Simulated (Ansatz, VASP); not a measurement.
Two plane-wave programs on ZnS

```
Zn S
1.0
     0.00000    2.67826    2.67826
     2.67826    0.00000    2.67826
     2.67826    2.67826    0.00000
Zn S
1 1
Cartesian
  0.0000 0.0000 0.0000
  3.9452 4.0896 4.0896
```

Change from the starting cell: all S atoms moved -0.125 Å, as atom 2 towards its neighbour atom 1 (Zn) at 2.319 Å.

Alike in both runs: task single point; functional PBEsol; k mesh 10 × 10 × 10; occupations gaussian, width 0.05 eV; no spin polarisation.

|  | VASP | Ansatz |
| --- | --- | --- |
| version | VASP 6.6.1 | Ansatz 0.2.0 |
| potentials or method | VASP PAW PBE potentials, release 64 (Zn, S), cutoff 520 eV | scalar-relativistic, plane waves, PAW |
| valence electrons in the cell | 18 | 18 |

|  | VASP | Ansatz | Ansatz less VASP |
| --- | --- | --- | --- |
| gap on the k mesh at the Fermi level (eV) | 2.02 | 2.01 | -0.009 |
| least direct gap on the mesh (eV) | 2.02 | 2.01 | -0.009 |
| pressure (GPa) | 0.7 | 0.5 | -0.20 |
| traceless stress, the component that is largest in VASP (GPa) | 1.43 | 1.41 | -0.020 |
| rms of the force components (eV/Å) | 0.332 | 0.330 | -0.0020 |

VASP's potentials were made for PBE, not for PBEsol. Atom by atom the forces differ by 0.002 eV/Å (rms over components).
